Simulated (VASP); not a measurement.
# HC18N in VASP: single point with r2SCAN

Aim: the single point of HC18N with r2SCAN.

Program: VASP 6.6.1. These are calculated values, not measurements. Logs are shortened: lines on timing, memory, paths and dates and some standing lists are left out, and cuts for length are marked.

## 1. The cell of the first run

The cell holds a slab with vacuum, 20 atoms: a = 7.398 Å, b = 7.398 Å, c = 12.000 Å, α = 90.00°, β = 90.00°, γ = 120.00°.

## 2. Single point, r2SCAN

Contents of POSCAR:

```
HC18N
1.0
    7.3980000000      0.0000000000      0.0000000000
   -3.6990000000      6.4068560000      0.0000000000
    0.0000000000      0.0000000000     12.0000000000
C N H
18 1 1
Direct
    0.0083990533      0.0005775063      0.0923833333
    0.2245714511      0.1007514450      0.1191083333
   -0.0147821248      0.3230445635      0.0728000000
    0.2153860366      0.4465060554      0.0778666667
   -0.0082811836      0.6595122475      0.0744333333
    0.2255479477      0.7742643193      0.0906666667
    0.3457911585      0.0005306815      0.0788833333
    0.5513956038      0.1045754735      0.0801916667
    0.3304059864      0.3419149736      0.1065833333
    0.5618255795      0.4514694883      0.0731000000
    0.3466140442      0.6776022436      0.0713583333
    0.5720540873      0.7892014430      0.0676250000
    0.6793031265     -0.0000312166      0.0780666667
    0.9005215508      0.1084775434      0.0814250000
    0.6565797412      0.3232162546      0.0759333333
    0.8778432103      0.4382492755      0.0702166667
    0.6760217558      0.6749956609      0.0546166667
    0.8920652956      0.7767772524      0.0812916667
    0.2917817326      0.2267102616      0.2105916667
    0.1950775462      0.2736911833      0.2406250000
```

Contents of INCAR.step1:

```
ALGO = Normal
EDIFF = 1E-4
ENCUT = 520
GGA = PE
ISMEAR = -1
LASPH = T
LCHARG = F
LREAL = Auto
LWAVE = T
NBANDS = 55
NELM = 100
PREC = Accurate
SIGMA = 0.02
```

Contents of INCAR.step2:

```
ALGO = Normal
EDIFF = 1E-6
ENCUT = 520
ISIF = 2
ISMEAR = -1
ISTART = 1
LASPH = T
LCHARG = F
LMIXTAU = T
LREAL = Auto
LWAVE = F
METAGGA = R2SCAN
NBANDS = 55
NELM = 100
PREC = Accurate
SIGMA = 0.02
```

Contents of KPOINTS:

```
k-points
0
Gamma
  2 2 1
```

Potentials or basis: VASP PAW PBE potentials, release 64 (C, N, H).

On the command line:

```bash
cat potpaw_PBE.64/C/POTCAR potpaw_PBE.64/N/POTCAR potpaw_PBE.64/H/POTCAR > POTCAR
cp INCAR.step1 INCAR
mpirun -np 1 vasp_std > vasp.out
cp INCAR.step2 INCAR
mpirun -np 1 vasp_std > vasp.out
```

OUTCAR:

```text
EDIFF = 1E-6
   ENCUT = 520
   ISIF = 2
   ISMEAR = -1
   ISTART = 1
   LASPH = T
   LREAL = Auto
   METAGGA = R2SCAN
   NELM = 100
   PREC = Accurate

 ion  position               nearest neighbor table
   1  0.008  0.001  0.092-  14 1.39   2 1.42  18 1.44
   2  0.225  0.101  0.119-  19 1.36   1 1.42   7 1.50   9 1.56
   3  0.985  0.323  0.073-  14 1.39  16 1.43   4 1.48
   4  0.215  0.447  0.078-   9 1.45   3 1.48  11 1.49
   5  0.992  0.660  0.074-  18 1.39  16 1.42   6 1.51
   6  0.226  0.774  0.091-  11 1.42   7 1.46   5 1.51
   7  0.346  0.001  0.079-   8 1.32   6 1.46   2 1.50
   8  0.551  0.105  0.080-   7 1.32  15 1.40  13 1.49
   9  0.330  0.342  0.107-   4 1.45  19 1.46  10 1.54   2 1.56
  10  0.562  0.451  0.073-  15 1.43  17 1.45   9 1.54
  11  0.347  0.678  0.071-   6 1.42  12 1.45   4 1.49
  12  0.572  0.789  0.068-  13 1.36  17 1.41  11 1.45
  13  0.679  1.000  0.078-  12 1.36  14 1.42   8 1.49
  14  0.901  0.108  0.081-   3 1.39   1 1.39  13 1.42
  15  0.657  0.323  0.076-   8 1.40  16 1.42  10 1.43
  16  0.878  0.438  0.070-   5 1.42  15 1.42   3 1.43
  17  0.676  0.675  0.055-  12 1.41  18 1.42  10 1.45
  18  0.892  0.777  0.081-   5 1.39  17 1.42   1 1.44
  19  0.292  0.227  0.211-  20 1.01   2 1.36   9 1.46
  20  0.195  0.274  0.241-  19 1.01

  LATTYP: Found a hexagonal cell.
 ALAT       =     7.3980000000
 C/A-ratio  =     1.6220600162

  Lattice vectors:

 A1 = (   7.3980000000,   0.0000000000,   0.0000000000)
 A2 = (  -3.6990000000,   6.4068560000,   0.0000000000)
 A3 = (   0.0000000000,   0.0000000000,  12.0000000000)

Analysis of symmetry for initial positions (statically):
=====================================================================
 Subroutine PRICEL returns:
 Original cell was already a primitive cell.

 Routine SETGRP: Setting up the symmetry group for a
 hexagonal supercell.

 Subroutine GETGRP returns: Found  1 space group operations
 (whereof  1 operations were pure point group operations)
 out of a pool of 24 trial point group operations.

The static configuration has the point symmetry C_1 .

Analysis of symmetry for dynamics (positions and initial velocities):
=====================================================================
 Subroutine PRICEL returns:
 Original cell was already a primitive cell.

 Routine SETGRP: Setting up the symmetry group for a
 hexagonal supercell.

 Subroutine GETGRP returns: Found  1 space group operations
 (whereof  1 operations were pure point group operations)
 out of a pool of 24 trial point group operations.

The dynamic configuration has the point symmetry C_1 .

 Subroutine INISYM returns: Found  1 space group operations
 (whereof  1 operations are pure point group operations),
 and found     1 'primitive' translations

----------------------------------------------------------------------------------------

                                     Primitive cell

  volume of cell :     568.7750

  direct lattice vectors                    reciprocal lattice vectors
     7.398000000  0.000000000  0.000000000     0.135171668  0.078041398  0.000000000
    -3.699000000  6.406856000  0.000000000     0.000000000  0.156082796  0.000000000
     0.000000000  0.000000000 12.000000000     0.000000000  0.000000000  0.083333333

  length of vectors
     7.398000000  7.398000054 12.000000000     0.156082797  0.156082796  0.083333333

  position of ions in fractional coordinates (direct lattice)
     0.008399053  0.000577506  0.092383333
     0.224571451  0.100751445  0.119108333
     0.985217875  0.323044563  0.072800000
     0.215386037  0.446506055  0.077866667
     0.991718816  0.659512247  0.074433333
     0.225547948  0.774264319  0.090666667
[... 12 lines left out ...]
     0.291781733  0.226710262  0.210591667
     0.195077546  0.273691183  0.240625000

  ion indices of the primitive-cell ions
   primitive index   ion index
                 1           1
                 2           2
                 3           3
                 4           4
                 5           5
                 6           6
[... 12 lines left out ...]
                19          19
                20          20

----------------------------------------------------------------------------------------

 KPOINTS: k-points

Automatic generation of k-mesh.
 Grid dimensions read from file:
 generate k-points for:    2    2    1

 Generating k-lattice:

  Cartesian coordinates                     Fractional coordinates (reciprocal lattice)
     0.067585834  0.039020699  0.000000000     0.500000000  0.000000000  0.000000000
     0.000000000  0.078041398  0.000000000     0.000000000  0.500000000  0.000000000
     0.000000000  0.000000000  0.083333333     0.000000000  0.000000000  1.000000000

  Length of vectors
     0.078041399  0.078041398  0.083333333

  Shift w.r.t. Gamma in fractional coordinates (k-lattice)
     0.000000000  0.000000000  0.000000000

 Subroutine IBZKPT returns following result:
 ===========================================

 Found      4 irreducible k-points:

 Following reciprocal coordinates:
            Coordinates               Weight
  0.000000  0.000000  0.000000      1.000000
  0.500000  0.000000  0.000000      1.000000
  0.000000  0.500000  0.000000      1.000000
  0.500000  0.500000  0.000000      1.000000
   k-points           NKPTS =      4   k-points in BZ     NKDIM =      4   number of bands    NBANDS=     55
   number of dos      NEDOS =    301   number of ions     NIONS =     20
   total plane-waves  NPLWV = 282240
   dimension x,y,z NGX =    56 NGY =   56 NGZ =   90
   dimension x,y,z NGXF=   112 NGYF=  112 NGZF=  180
   ions per type =              18   1   1
   NGX,Y,Z   is equivalent  to a cutoff of  12.58, 12.58, 12.47 a.u.
   NGXF,Y,Z  is equivalent  to a cutoff of  25.17, 25.17, 24.94 a.u.
 SYSTEM =  unknown system
   PREC   = accura    normal or accurate (medium, high low for compatibility)
   ISTART =      1    job   : 0-new  1-cont  2-samecut
   ICHARG =      0    charge: 1-file 2-atom 10-const
   ISPIN  =      1    spin polarized calculation?
   LNONCOLLINEAR =      F non collinear calculations
   LSORBIT =      F    spin-orbit coupling
   LASPH  =      T    aspherical Exc in radial PAW
   ENCUT  =  520.0 eV  38.22 Ry    6.18 a.u.  13.76 13.76 22.31*2*pi/ulx,y,z
   NELM   =    100;   NELMIN=  2; NELMDL=  0     # of ELM steps
   EDIFF  = 0.1E-05   stopping-criterion for ELM
   LREAL  =      T    real-space projection
   EDIFFG = 0.1E-04   stopping-criterion for IOM
   NSW    =      0    number of steps for IOM
   IBRION =     -1    ionic relax: 0-MD 1-quasi-New 2-CG
   NFREE  =      0    steps in history (QN), initial steepest desc. (CG)
   ISIF   =      2    stress and relaxation
   ISYM   =      2    0-nonsym 1-usesym 2-fastsym
   POTIM  = 0.5000    time-step for ionic-motion
   TEBEG  =    0.0;   TEEND  =   0.0 temperature during run
   PSTRESS=    0.0 pullay stress
   NELECT =      78.0000    total number of electrons
   NUPDOWN=      -1.0000    fix difference up-down
   EMIN   =  10.00;   EMAX   =-10.00  energy-range for DOS
   EFERMI =   0.00;   METHOD = LEGACY
   ISMEAR =    -1;   SIGMA  =   0.02  broadening in eV -4-tet -1-fermi 0-gaus
   EFERMI_NEDOS =   21; number of points for ismear=-14 and -15
   IALGO  =     38    algorithm
   IMIX   =      4    mixing-type and parameters
     AMIX     =   0.40;   BMIX     =  1.00
     AMIX_MAG =   1.60;   BMIX_MAG =  1.00
  volume/ion in A,a.u.               =      28.44       191.91
  Fermi-wavevector in a.u.,A,eV,Ry     =   0.844228  1.595359  9.697146  0.712720
  Thomas-Fermi vector in A             =   1.959222
   LORBIT       =      0    0 simple, 1 ext, 2 COOP (PROOUT), +10 PAW based schemes
   METAGGA = R2SCAN    functional components
   LHFCALC =     F    Hartree Fock is set to
   AEXX    =    0.0000 exact exchange contribution
   IVDW    =     0    specifies the selected vdW correction
   LEPSILON=     F    determine dielectric tensor
   LRPA    =     F    only Hartree local field effects (RPA)
 non-spin polarized calculation
  energy-cutoff  :      520.00
  volume of cell :      568.78
 maximum number of plane-waves:     15363
 NGX is ok and might be reduce to    56
   NGX = 27   NGY = 27   NGZ = 45

 number of electron      78.0000004 magnetization

 Free energy of the ion-electron system (eV)
  ---------------------------------------------------
  ext. energy  EPLUGINS =         0.00000000
  ---------------------------------------------------
  free energy    TOTEN  =      -185.82456292 eV

  energy without entropy =     -185.82451054  energy(sigma->0) =     -185.82453673

 E-fermi :  -1.6229     XC(G=0):  -3.8349

 val. band max:       -1.7861138146   @ k =   0.0000   0.0000   0.0000
 cond. band min:      -1.4597361961   @ k =   0.0000   0.0000   0.0000
 fundamental gap:      0.3263776185
 Fermi energy:        -1.6229250056

 k-point     1 :       0.0000    0.0000    0.0000
  band No.  band energies     occupation
      1     -24.9257      2.00000
      2     -22.0121      2.00000
      3     -20.0148      2.00000
      4     -19.8027      2.00000
      5     -19.7580      2.00000
      6     -19.5364      2.00000
[... 43 lines left out ...]
     50       4.4082      0.00000
     51       4.8198      0.00000

 k-point     2 :       0.5000    0.0000    0.0000
  band No.  band energies     occupation
      1     -24.9101      2.00000
      2     -21.8720      2.00000
      3     -20.9874      2.00000
      4     -20.3708      2.00000
      5     -19.7038      2.00000
      6     -17.9423      2.00000
[... 43 lines left out ...]
     50       4.3473      0.00000
     51       4.6218      0.00000

 k-point     3 :       0.0000    0.5000    0.0000
  band No.  band energies     occupation
      1     -24.9111      2.00000
      2     -21.7320      2.00000
      3     -21.2589      2.00000
      4     -20.4390      2.00000
      5     -19.3710      2.00000
      6     -17.9298      2.00000
[... 43 lines left out ...]
     50       4.5353      0.00000
     51       4.6468      0.00000

 k-point     4 :       0.5000    0.5000    0.0000
  band No.  band energies     occupation
      1     -24.9107      2.00000
      2     -21.7666      2.00000
      3     -21.2472      2.00000
      4     -20.2684      2.00000
      5     -19.5688      2.00000
      6     -18.0520      2.00000
[... 43 lines left out ...]
     50       4.4930      0.00000
     51       4.5657      0.00000
 [bands above 51 left out]

------------------------ aborting loop because EDIFF is reached ----------------------------------------

  FORCE on cell =-STRESS in cart. coord.  units (eV):
  Direction    XX          YY          ZZ          XY          YZ          ZX
  --------------------------------------------------------------------------------------
  -------------------------------------------------------------------------------------
  Total       -1.1067040      3.1495166      2.3814225      0.9699755      2.7338089      0.3035408
  in kB       -3.1174645      8.8718450      6.7082077      2.7323152      7.7008418      0.8550412
  external PRESSURE =       4.1541961 kB  Pullay stress =       0.0000000 kB

 VOLUME and BASIS-vectors are now :
 -----------------------------------------------------------------------------
  energy-cutoff  :      520.00
  volume of cell :      568.78
      direct lattice vectors                 reciprocal lattice vectors
     7.398000000  0.000000000  0.000000000     0.135171668  0.078041398  0.000000000
    -3.699000000  6.406856000  0.000000000     0.000000000  0.156082796  0.000000000
     0.000000000  0.000000000 12.000000000     0.000000000  0.000000000  0.083333333

 POSITION                                       TOTAL-FORCE (eV/Angst)
 -----------------------------------------------------------------------------------
      0.06000      0.00370      1.10860        -1.255482     -2.012296     -0.424885
      1.28870      0.64550      1.42930         0.026644     -0.712873     -3.497568
      6.09370      2.06970      0.87360         3.798963      4.599471      0.631546
     -0.05820      2.86070      0.93440        -0.708306      0.229745      0.045152
      4.89720      4.22540      0.89320         2.905836      0.203313      1.679884
     -1.19540      4.96060      1.08800        -0.067333      0.428423     -3.278461
[... 12 lines left out ...]
      1.32000      1.45250      2.52710         0.753771      2.786150      2.710585
      0.43080      1.75350      2.88750        -0.755613     -1.195013      1.095953
 -----------------------------------------------------------------------------------
    total drift:                               -0.038329     -0.023052      0.005625

  FREE ENERGIE OF THE ION-ELECTRON SYSTEM (eV)
  ---------------------------------------------------
  free  energy   TOTEN  =      -185.8245629197 eV

  energy  without entropy=     -185.8245105377  energy(sigma->0) =     -185.82453673
```

It took 11 min on 1 thread of Intel Xeon Platinum 8488C (Sapphire Rapids), shared host; peak memory 0.68 GiB.

Results:

```yaml
Free_energy: -185.8246 eV
Largest_force: 5.999 eV/Å
Band_gap_on_the_k_mesh: 0.33 eV
```

Forces in eV/Å, atoms in the order of the input:
```
C   -1.255 -2.012 -0.425
C    0.027 -0.713 -3.498
C    3.799  4.599  0.632
C   -0.708  0.230  0.045
C    2.906  0.203  1.680
C   -0.067  0.428 -3.278
C   -3.784 -3.100  2.897
C    3.839  0.621 -0.186
C    3.013  1.685 -2.183
C   -0.658 -1.472  0.072
C   -1.916 -2.590  0.787
C   -1.560 -2.122 -0.223
C   -1.926  0.775 -0.430
C   -1.469 -0.813  0.192
C   -0.868  3.896 -0.338
C    0.490 -0.338 -0.014
C    0.755 -1.781  2.348
C   -0.617  0.911 -1.884
N    0.754  2.786  2.711
H   -0.756 -1.195  1.096
```

Levels at points of the mesh, in eV from the valence-band top:
| k point | band 35 | band 36 | band 37 | band 38 | band 39 | band 40 | band 41 | band 42 | band 43 | band 44 |
| --- | --- | --- | --- | --- | --- | --- | --- | --- | --- | --- |
| (0.00, 0.00, 0.00) | -3.25 | -2.94 | -2.78 | -0.67 | 0.00 | 0.33 | 1.41 | 3.51 | 3.73 | 4.63 |
| (0.50, 0.00, 0.00) | -2.82 | -2.45 | -2.27 | -2.07 | -1.50 | 1.70 | 2.13 | 2.43 | 2.77 | 4.28 |
| (0.00, 0.50, 0.00) | -2.86 | -2.40 | -2.28 | -2.19 | -1.02 | 0.89 | 2.09 | 2.71 | 2.84 | 3.94 |
| (0.50, 0.50, 0.00) | -2.83 | -2.63 | -2.37 | -2.03 | -1.54 | 1.68 | 2.04 | 2.55 | 2.74 | 4.18 |

Caveat: the k points lie up to 0.49 Å⁻¹ apart; the atoms stand as in a frame of molecular dynamics; the PAW data sets were made with another functional, which shifts forces and pressure a little.
